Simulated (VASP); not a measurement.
PtS2: single point with PBE

PtS2:

```xyz
3
Lattice="3.5432 0.0000 0.0000 -1.7716 3.0685 0.0000 0.0000 0.0000 4.9128" Properties=species:S:1:pos:R:3 pbc="T T T"
Pt    0.0000    0.0000    0.0000
S     0.0000    2.0457    1.2282
S     1.7716    1.0228    3.6846
```

This cell differs from its parent crystal: strain +0.000 along x and y, -0.025 along z.

```yaml
Program: VASP 6.6.1
Task: single point
Functional: PBE
Potentials_or_basis: VASP PAW PBE potentials, release 64 (Pt, S)
Cutoff: 520 eV
k_mesh: 12 × 12 × 8
Occupations: gaussian, width 0.05 eV
Spin: no spin polarisation
Dipole_correction: no
Further_INCAR_settings: ALGO = Normal; EDIFF = 1e-06; NBANDS = 18
```

The pressure is 4.8 GPa. The band gap on the k mesh is 0.49 eV, indirect (least direct gap 0.77 eV).

Forces in eV/Å, atoms in the order of the input:
```
Pt   0.000  0.000  0.000
S    0.000  0.000 -0.003
S    0.000  0.000  0.003
```

Stress tensor (GPa, compression positive):
```
5.50 0.00 0.00
0.00 5.50 0.00
0.00 0.00 3.33
```

Levels at points of the mesh, in eV from the valence-band top:
```csv
k point,band 8,band 9,band 10,band 11,band 12,band 13,band 14,band 15
"(0.00, 0.00, 0.00)",-2.30,-1.29,-1.29,0.00,1.69,1.69,4.26,5.32
"(0.50, 0.00, 0.00)",-3.51,-3.30,-3.20,-2.68,1.18,2.44,5.39,6.33
"(0.00, 0.00, 0.50)",-3.00,-1.64,-1.64,-1.31,2.46,2.46,5.42,7.02
"(0.50, 0.00, 0.50)",-3.31,-2.95,-2.91,-1.52,1.29,2.01,5.03,5.14
```

Wall time 53 s on 1 thread of AMD EPYC 9R45 (Zen 5), on a shared host, peak memory 0.23 GiB.

Caveat: the cell differs from its parent crystal (strain +0.000 along x and y, -0.025 along z); spin-orbit coupling is left out, which moves the levels of the heavy elements. A k mesh can miss the band edges.
